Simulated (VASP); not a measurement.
# Nb3BN4 (P-43m) in VASP: notebook, part 2 of 3

VASP 6.6.1.

## Step 3: Single point, PBE

This run uses another cell than the first one, of 11.28 Å³/atom.

Contents of INCAR:

```
PREC     = Accurate       # precision mode
ENCUT    = 520            # plane-wave cutoff, eV
EDIFF    = 1E-6           # SCF threshold, eV
ISMEAR   = 0              # smearing method
SIGMA    = 0.1            # smearing width, eV
LREAL    = False          # projectors in reciprocal space
LASPH    = True           # aspherical terms in the spheres
NELM     = 60             # most SCF steps
ALGO     = Normal         # electronic algorithm
ISIF     = 2              # what is computed and relaxed
LWAVE    = False          # write WAVECAR
LCHARG   = False          # write CHGCAR
GGA      = PE             # functional
NBANDS   = 41             # bands
```

Contents of KPOINTS:

```
Automatic mesh
0
Gamma
  4 4 4
```

Contents of POSCAR:

```
Nb3BN4
1.0
    4.4855656642      0.0000000000      0.0000000000
    0.0000000000      4.4855656642      0.0000000000
    0.0000000000      0.0000000000      4.4855656642
Nb B N
3 1 4
Direct
    0.0000000000      0.5000000000      0.5000000000
    0.5000000000      0.5000000000      0.0000000000
    0.5000000000      0.0000000000      0.5000000000
    0.0000000000      0.0000000000      0.0000000000
    0.2020002386      0.7979997614      0.7979997614
    0.7979997614      0.7979997614      0.2020002386
    0.7979997614      0.2020002386      0.7979997614
    0.2020002386      0.2020002386      0.2020002386
```

Potentials or basis: VASP PAW PBE potentials, release 64 (Nb_sv, B, N).

The run is started by

```sh
cat potpaw_PBE.64/Nb_sv/POTCAR potpaw_PBE.64/B/POTCAR potpaw_PBE.64/N/POTCAR > POTCAR
mpirun -np 1 vasp_std > vasp.out
```

OUTCAR:

```text
PREC = Accurate
   ENCUT = 520
   EDIFF = 1E-6
   ISMEAR = 0
   LREAL = False
   LASPH = True
   NELM = 60
   ISIF = 2
   GGA = PE

 ion  position               nearest neighbor table
   1  0.000  0.500  0.500-   5 2.10   6 2.10   7 2.10   8 2.10
   2  0.500  0.500  0.000-   5 2.10   6 2.10   7 2.10   8 2.10
   3  0.500  0.000  0.500-   5 2.10   6 2.10   7 2.10   8 2.10
   4  0.000  0.000  0.000-   5 1.57   6 1.57   7 1.57   8 1.57
   5  0.202  0.798  0.798-   4 1.57   2 2.10   3 2.10   1 2.10
   6  0.798  0.798  0.202-   4 1.57   2 2.10   3 2.10   1 2.10
   7  0.798  0.202  0.798-   4 1.57   2 2.10   3 2.10   1 2.10
   8  0.202  0.202  0.202-   4 1.57   2 2.10   3 2.10   1 2.10

  LATTYP: Found a simple cubic cell.
 ALAT       =     4.4855656642

  Lattice vectors:

 A1 = (   4.4855656642,   0.0000000000,   0.0000000000)
 A2 = (   0.0000000000,   4.4855656642,   0.0000000000)
 A3 = (   0.0000000000,   0.0000000000,   4.4855656642)

Analysis of symmetry for initial positions (statically):
=====================================================================
 Subroutine PRICEL returns:
 Original cell was already a primitive cell.

 Routine SETGRP: Setting up the symmetry group for a
 simple cubic supercell.

 Subroutine GETGRP returns: Found 24 space group operations
 (whereof 24 operations were pure point group operations)
 out of a pool of 48 trial point group operations.

The static configuration has the point symmetry T_d .

Analysis of symmetry for dynamics (positions and initial velocities):
=====================================================================
 Subroutine PRICEL returns:
 Original cell was already a primitive cell.

 Routine SETGRP: Setting up the symmetry group for a
 simple cubic supercell.

 Subroutine GETGRP returns: Found 24 space group operations
 (whereof 24 operations were pure point group operations)
 out of a pool of 48 trial point group operations.

The dynamic configuration has the point symmetry T_d .

 Subroutine INISYM returns: Found 24 space group operations
 (whereof 24 operations are pure point group operations),
 and found     1 'primitive' translations

----------------------------------------------------------------------------------------

                                     Primitive cell

  volume of cell :      90.2509

  direct lattice vectors                    reciprocal lattice vectors
     4.485565664  0.000000000  0.000000000     0.222937323  0.000000000  0.000000000
     0.000000000  4.485565664  0.000000000     0.000000000  0.222937323  0.000000000
     0.000000000  0.000000000  4.485565664     0.000000000  0.000000000  0.222937323

  length of vectors
     4.485565664  4.485565664  4.485565664     0.222937323  0.222937323  0.222937323

  position of ions in fractional coordinates (direct lattice)
     0.000000000  0.500000000  0.500000000
     0.500000000  0.500000000  0.000000000
     0.500000000  0.000000000  0.500000000
     0.000000000  0.000000000  0.000000000
[... 43 lines left out ...]
            Coordinates               Weight
  0.000000  0.000000  0.000000      1.000000
  0.250000  0.000000  0.000000      6.000000
  0.500000  0.000000  0.000000      3.000000
  0.250000  0.250000  0.000000     12.000000
  0.500000  0.250000  0.000000     12.000000
  0.500000  0.500000  0.000000      3.000000
  0.250000  0.250000  0.250000      8.000000
  0.500000  0.250000  0.250000     12.000000
  0.500000  0.500000  0.250000      6.000000
  0.500000  0.500000  0.500000      1.000000
   k-points           NKPTS =     10   k-points in BZ     NKDIM =     10   number of bands    NBANDS=     41
   number of dos      NEDOS =    301   number of ions     NIONS =      8
   total plane-waves  NPLWV =  46656
   dimension x,y,z NGX =    36 NGY =   36 NGZ =   36
   dimension x,y,z NGXF=    72 NGYF=   72 NGZF=   72
   ions per type =               3   1   4
   NGX,Y,Z   is equivalent  to a cutoff of  13.34, 13.34, 13.34 a.u.
   NGXF,Y,Z  is equivalent  to a cutoff of  26.68, 26.68, 26.68 a.u.
 SYSTEM =  unknown system
   PREC   = accura    normal or accurate (medium, high low for compatibility)
   ISTART =      0    job   : 0-new  1-cont  2-samecut
   ICHARG =      2    charge: 1-file 2-atom 10-const
   ISPIN  =      1    spin polarized calculation?
   LNONCOLLINEAR =      F non collinear calculations
   LSORBIT =      F    spin-orbit coupling
   LASPH  =      T    aspherical Exc in radial PAW
   ENCUT  =  520.0 eV  38.22 Ry    6.18 a.u.   8.34  8.34  8.34*2*pi/ulx,y,z
   NELM   =     60;   NELMIN=  2; NELMDL= -5     # of ELM steps
   EDIFF  = 0.1E-05   stopping-criterion for ELM
   LREAL  =      F    real-space projection
   EDIFFG = 0.1E-04   stopping-criterion for IOM
   NSW    =      0    number of steps for IOM
   IBRION =     -1    ionic relax: 0-MD 1-quasi-New 2-CG
   NFREE  =      0    steps in history (QN), initial steepest desc. (CG)
   ISIF   =      2    stress and relaxation
   ISYM   =      2    0-nonsym 1-usesym 2-fastsym
   POTIM  = 0.5000    time-step for ionic-motion
   TEBEG  =    0.0;   TEEND  =   0.0 temperature during run
   PSTRESS=    0.0 pullay stress
   NELECT =      62.0000    total number of electrons
   NUPDOWN=      -1.0000    fix difference up-down
   EMIN   =  10.00;   EMAX   =-10.00  energy-range for DOS
   EFERMI =   0.00;   METHOD = LEGACY
   ISMEAR =     0;   SIGMA  =   0.10  broadening in eV -4-tet -1-fermi 0-gaus
   EFERMI_NEDOS =   21; number of points for ismear=-14 and -15
   IALGO  =     38    algorithm
   IMIX   =      4    mixing-type and parameters
     AMIX     =   0.40;   BMIX     =  1.00
     AMIX_MAG =   1.60;   BMIX_MAG =  1.00
  volume/ion in A,a.u.               =      11.28        76.13
  Fermi-wavevector in a.u.,A,eV,Ry     =   1.444513  2.729734 28.390166  2.086618
  Thomas-Fermi vector in A             =   2.562800
   LORBIT       =      0    0 simple, 1 ext, 2 COOP (PROOUT), +10 PAW based schemes
   GGA     = PE    functional components
   LHFCALC =     F    Hartree Fock is set to
   AEXX    =    0.0000 exact exchange contribution
   IVDW    =     0    specifies the selected vdW correction
   LEPSILON=     F    determine dielectric tensor
   LRPA    =     F    only Hartree local field effects (RPA)
 non-spin polarized calculation
 Gauss-broadening in eV      SIGMA  =   0.10
  energy-cutoff  :      520.00
  volume of cell :       90.25
 maximum number of plane-waves:      2469
 NGX is ok and might be reduce to    36
   NGX = 17   NGY = 17   NGZ = 17

 number of electron      62.0000002 magnetization

 Free energy of the ion-electron system (eV)
  ---------------------------------------------------
  ext. energy  EPLUGINS =         0.00000000
  ---------------------------------------------------
  free energy    TOTEN  =       -76.36441571 eV

  energy without entropy =      -76.33675948  energy(sigma->0) =      -76.35058760

 E-fermi :   9.5792     XC(G=0): -12.1758

 val. band max:        9.5164366612   @ k =   0.2500   0.2500   0.2500
 cond. band min:       9.5853935943   @ k =   0.5000   0.2500   0.2500
 fundamental gap:      0.0689569331
 Fermi energy:         9.5791854705

 k-point     1 :       0.0000    0.0000    0.0000
  band No.  band energies     occupation
      1     -45.8061      2.00000
      2     -45.7049      2.00000
      3     -45.7049      2.00000
      4     -22.1886      2.00000
      5     -22.1886      2.00000
      6     -22.1886      2.00000
[... 429 lines left out ...]
     40      13.1458      0.00000
     41      13.1458      0.00000

------------------------ aborting loop because EDIFF is reached ----------------------------------------

  FORCE on cell =-STRESS in cart. coord.  units (eV):
  Direction    XX          YY          ZZ          XY          YZ          ZX
  --------------------------------------------------------------------------------------
  -------------------------------------------------------------------------------------
  Total       -0.0765787     -0.0765787     -0.0765787     -0.0000000      0.0000000     -0.0000000
  in kB       -1.3594610     -1.3594610     -1.3594610     -0.0000000      0.0000000     -0.0000000
  external PRESSURE =      -1.3594610 kB  Pullay stress =       0.0000000 kB

 VOLUME and BASIS-vectors are now :
 -----------------------------------------------------------------------------
  energy-cutoff  :      520.00
  volume of cell :       90.25
      direct lattice vectors                 reciprocal lattice vectors
     4.485565664  0.000000000  0.000000000     0.222937323  0.000000000  0.000000000
     0.000000000  4.485565664  0.000000000     0.000000000  0.222937323  0.000000000
     0.000000000  0.000000000  4.485565664     0.000000000  0.000000000  0.222937323

 POSITION                                       TOTAL-FORCE (eV/Angst)
 -----------------------------------------------------------------------------------
      0.00000      2.24278      2.24278        -0.000000      0.000000      0.000000
      2.24278      2.24278      0.00000        -0.000000      0.000000      0.000000
      2.24278      0.00000      2.24278        -0.000000      0.000000      0.000000
      0.00000      0.00000      0.00000        -0.000000      0.000000      0.000000
      0.90609      3.57948      3.57948         0.000949     -0.000949     -0.000949
      3.57948      3.57948      0.90609        -0.000949     -0.000949      0.000949
      3.57948      0.90609      3.57948        -0.000949      0.000949     -0.000949
      0.90609      0.90609      0.90609         0.000949      0.000949      0.000949
 -----------------------------------------------------------------------------------
    total drift:                               -0.000000     -0.000000     -0.000000

  FREE ENERGIE OF THE ION-ELECTRON SYSTEM (eV)
  ---------------------------------------------------
  free  energy   TOTEN  =       -76.3644157091 eV

  energy  without entropy=      -76.3367594848  energy(sigma->0) =      -76.35058760
```

It took 23 s on 1 thread of Intel Xeon 6975P-C (Granite Rapids), shared host; peak memory 0.21 GiB.

What came out:

| Item | Value |
| --- | --- |
| Free energy | -76.3644 eV |
| Pressure | -0.1 GPa |
| Band gap on the k mesh | zero (bands 31 and 32 overlap by 0.98 eV) |

## Step 4: Single point, PBE

This run uses another cell than the first one, of 11.28 Å³/atom.

Contents of INCAR:

```
SYSTEM = Nb3BN4
PREC     = Accurate       ! precision mode
ENCUT    = 520            ! plane-wave cutoff, eV
EDIFF    = 1E-6           ! SCF threshold, eV
ISMEAR   = 0              ! smearing method
SIGMA    = 0.1            ! smearing width, eV
LREAL    = .FALSE.        ! projectors in reciprocal space
LASPH    = .TRUE.         ! aspherical terms in the spheres
NELM     = 80             ! most SCF steps
ALGO     = Normal         ! electronic algorithm
ISIF     = 2              ! what is computed and relaxed
LWAVE    = .FALSE.        ! write WAVECAR
LCHARG   = .FALSE.        ! write CHGCAR
GGA      = PE             ! functional
NBANDS   = 41             ! bands
```

Contents of KPOINTS:

```
regular mesh
0
G
  8 8 8
  0 0 0
```

Contents of POSCAR:

```
Nb3BN4
1.0
    4.4857427137      0.0000000000      0.0000000000
    0.0000000000      4.4857427137      0.0000000000
    0.0000000000      0.0000000000      4.4857427137
Nb B N
3 1 4
Direct
    0.0000000000      0.5000000000      0.5000000000
    0.5000000000      0.5000000000      0.0000000000
    0.5000000000      0.0000000000      0.5000000000
    0.0000000000      0.0000000000      0.0000000000
    0.2019310544      0.7980689456      0.7980689456
    0.7980689456      0.7980689456      0.2019310544
    0.7980689456      0.2019310544      0.7980689456
    0.2019310544      0.2019310544      0.2019310544
```

Potentials or basis: VASP PAW PBE potentials, release 64 (Nb_sv, B, N).

The run is started by

```sh
cat potpaw_PBE.64/Nb_sv/POTCAR potpaw_PBE.64/B/POTCAR potpaw_PBE.64/N/POTCAR > POTCAR
mpirun -np 1 vasp_std > vasp.out
```

OUTCAR:

```text
SYSTEM = Nb3BN4
   PREC = Accurate
   ENCUT = 520
   EDIFF = 1E-6
   ISMEAR = 0
   LREAL = .FALSE.
   LASPH = .TRUE.
   NELM = 80
   ISIF = 2
   GGA = PE

 ion  position               nearest neighbor table
   1  0.000  0.500  0.500-   5 2.10   6 2.10   7 2.10   8 2.10
   2  0.500  0.500  0.000-   5 2.10   6 2.10   7 2.10   8 2.10
   3  0.500  0.000  0.500-   5 2.10   6 2.10   7 2.10   8 2.10
   4  0.000  0.000  0.000-   5 1.57   6 1.57   7 1.57   8 1.57
   5  0.202  0.798  0.798-   4 1.57   3 2.10   1 2.10   2 2.10
   6  0.798  0.798  0.202-   4 1.57   3 2.10   1 2.10   2 2.10
   7  0.798  0.202  0.798-   4 1.57   3 2.10   1 2.10   2 2.10
   8  0.202  0.202  0.202-   4 1.57   3 2.10   1 2.10   2 2.10

  LATTYP: Found a simple cubic cell.
 ALAT       =     4.4857427137

  Lattice vectors:

 A1 = (   4.4857427137,   0.0000000000,   0.0000000000)
 A2 = (   0.0000000000,   4.4857427137,   0.0000000000)
 A3 = (   0.0000000000,   0.0000000000,   4.4857427137)

Analysis of symmetry for initial positions (statically):
=====================================================================
 Subroutine PRICEL returns:
 Original cell was already a primitive cell.

 Routine SETGRP: Setting up the symmetry group for a
 simple cubic supercell.

 Subroutine GETGRP returns: Found 24 space group operations
 (whereof 24 operations were pure point group operations)
 out of a pool of 48 trial point group operations.

The static configuration has the point symmetry T_d .

Analysis of symmetry for dynamics (positions and initial velocities):
=====================================================================
 Subroutine PRICEL returns:
 Original cell was already a primitive cell.

 Routine SETGRP: Setting up the symmetry group for a
 simple cubic supercell.

 Subroutine GETGRP returns: Found 24 space group operations
 (whereof 24 operations were pure point group operations)
 out of a pool of 48 trial point group operations.

[... 132 lines left out ...]
     AMIX_MAG =   1.60;   BMIX_MAG =  1.00
  volume/ion in A,a.u.               =      11.28        76.14
  Fermi-wavevector in a.u.,A,eV,Ry     =   1.444456  2.729626 28.387925  2.086454
  Thomas-Fermi vector in A             =   2.562749
   LORBIT       =      0    0 simple, 1 ext, 2 COOP (PROOUT), +10 PAW based schemes
   GGA     = PE    functional components
   LHFCALC =     F    Hartree Fock is set to
   AEXX    =    0.0000 exact exchange contribution
   IVDW    =     0    specifies the selected vdW correction
   LEPSILON=     F    determine dielectric tensor
   LRPA    =     F    only Hartree local field effects (RPA)
 non-spin polarized calculation
 Gauss-broadening in eV      SIGMA  =   0.10
  energy-cutoff  :      520.00
  volume of cell :       90.26
 maximum number of plane-waves:      2469
 NGX is ok and might be reduce to    36
   NGX = 17   NGY = 17   NGZ = 17

 number of electron      62.0000002 magnetization

 Free energy of the ion-electron system (eV)
  ---------------------------------------------------
  ext. energy  EPLUGINS =         0.00000000
  ---------------------------------------------------
  free energy    TOTEN  =       -76.36366900 eV

  energy without entropy =      -76.32774301  energy(sigma->0) =      -76.34570601

 E-fermi :   9.5919     XC(G=0): -12.1727

 val. band max:        9.5886850012   @ k =   0.5000   0.2500   0.2500
 cond. band min:       9.5990703864   @ k =   0.5000   0.3750   0.2500
 fundamental gap:      0.0103853852
 Fermi energy:         9.5918951829

 k-point     1 :       0.0000    0.0000    0.0000
  band No.  band energies     occupation
      1     -45.7942      2.00000
      2     -45.6930      2.00000
      3     -45.6930      2.00000
      4     -22.1780      2.00000
      5     -22.1780      2.00000
      6     -22.1780      2.00000
[... 1045 lines left out ...]
     40      13.6462      0.00000
     41      13.8844      0.00000

 [... further k-points ...]
[... 5 lines left out ...]
  --------------------------------------------------------------------------------------
  -------------------------------------------------------------------------------------
  Total       -0.2253823     -0.2253823     -0.2253823     -0.0000000     -0.0000000     -0.0000000
  in kB       -4.0006200     -4.0006200     -4.0006200     -0.0000000     -0.0000000     -0.0000000
  external PRESSURE =      -4.0006200 kB  Pullay stress =       0.0000000 kB

 VOLUME and BASIS-vectors are now :
 -----------------------------------------------------------------------------
  energy-cutoff  :      520.00
  volume of cell :       90.26
      direct lattice vectors                 reciprocal lattice vectors
     4.485742714  0.000000000  0.000000000     0.222928524  0.000000000  0.000000000
     0.000000000  4.485742714  0.000000000     0.000000000  0.222928524  0.000000000
     0.000000000  0.000000000  4.485742714     0.000000000  0.000000000  0.222928524

 POSITION                                       TOTAL-FORCE (eV/Angst)
 -----------------------------------------------------------------------------------
      0.00000      2.24287      2.24287         0.000000     -0.000000     -0.000000
      2.24287      2.24287      0.00000         0.000000     -0.000000     -0.000000
      2.24287      0.00000      2.24287         0.000000     -0.000000     -0.000000
      0.00000      0.00000      0.00000         0.000000     -0.000000     -0.000000
      0.90581      3.57993      3.57993         0.012342     -0.012342     -0.012342
      3.57993      3.57993      0.90581        -0.012342     -0.012342      0.012342
      3.57993      0.90581      3.57993        -0.012342      0.012342     -0.012342
      0.90581      0.90581      0.90581         0.012342      0.012342      0.012342
 -----------------------------------------------------------------------------------
    total drift:                               -0.000000     -0.000000     -0.000000

  FREE ENERGIE OF THE ION-ELECTRON SYSTEM (eV)
  ---------------------------------------------------
  free  energy   TOTEN  =       -76.3636690039 eV

  energy  without entropy=      -76.3277430124  energy(sigma->0) =      -76.34570601
```

OSZICAR:

```text
N       E                     dE             d eps       ncg     rms          rms(c)
DAV:   1     0.694227002289E+03    0.69423E+03   -0.34098E+04  2870   0.157E+03
DAV:   2    -0.232047243059E+02   -0.71743E+03   -0.69211E+03  3489   0.598E+02
DAV:   3    -0.856997068090E+02   -0.62495E+02   -0.61217E+02  4636   0.145E+02
DAV:   4    -0.896119684732E+02   -0.39123E+01   -0.38835E+01  4972   0.304E+01
DAV:   5    -0.897542426790E+02   -0.14227E+00   -0.14179E+00  4292   0.595E+00    0.232E+01
DAV:   6    -0.766697208850E+02    0.13085E+02   -0.73123E+01  4124   0.434E+01    0.878E+00
DAV:   7    -0.763259133441E+02    0.34381E+00   -0.78670E+00  4596   0.152E+01    0.531E+00
DAV:   8    -0.763511347324E+02   -0.25221E-01   -0.63827E-01  4436   0.422E+00    0.224E+00
DAV:   9    -0.763620965319E+02   -0.10962E-01   -0.90325E-02  4516   0.176E+00    0.600E-01
DAV:  10    -0.763634668275E+02   -0.13703E-02   -0.89160E-03  3804   0.585E-01    0.195E-01
DAV:  11    -0.763636587774E+02   -0.19195E-03   -0.14657E-03  4204   0.311E-01    0.607E-02
DAV:  12    -0.763636719489E+02   -0.13171E-04   -0.20902E-04  3884   0.858E-02    0.215E-02
DAV:  13    -0.763636697535E+02    0.21953E-05   -0.22200E-05  4332   0.278E-02    0.111E-02
DAV:  14    -0.763636690039E+02    0.74960E-06   -0.23646E-06  2884   0.932E-03
   1 F= -.76363669E+02 E0= -.76345706E+02  d E =-.359260E-01
```

stdout:

```text
POSCAR found type information on POSCAR NbB N
 POSCAR found :  3 types and       8 ions
 scaLAPACK will be used
 LDA part: xc-table for (Slater+PW92), standard interpolation
 POSCAR, INCAR and KPOINTS ok, starting setup
 FFT: planning ... GRIDC
 FFT: planning ... GRID_SOFT
 FFT: planning ... GRID
 WAVECAR not read
 entering main loop
```

It took 58 s on 1 thread of Intel Xeon 6975P-C (Granite Rapids), shared host; peak memory 0.26 GiB.

What came out:

```yaml
Free_energy: -76.3637 eV
Pressure: -0.4 GPa
Largest_force: 0.021 eV/Å
Band_gap_on_the_k_mesh: zero (bands 31 and 32 overlap by 1.11 eV)
```

Forces on the atoms (eV/Å):
```
Nb   0.000  0.000  0.000
Nb   0.000  0.000  0.000
Nb   0.000  0.000  0.000
B    0.000  0.000  0.000
N    0.012 -0.012 -0.012
N   -0.012 -0.012  0.012
N   -0.012  0.012 -0.012
N    0.012  0.012  0.012
```

(Part 2 of 3 ends here.)
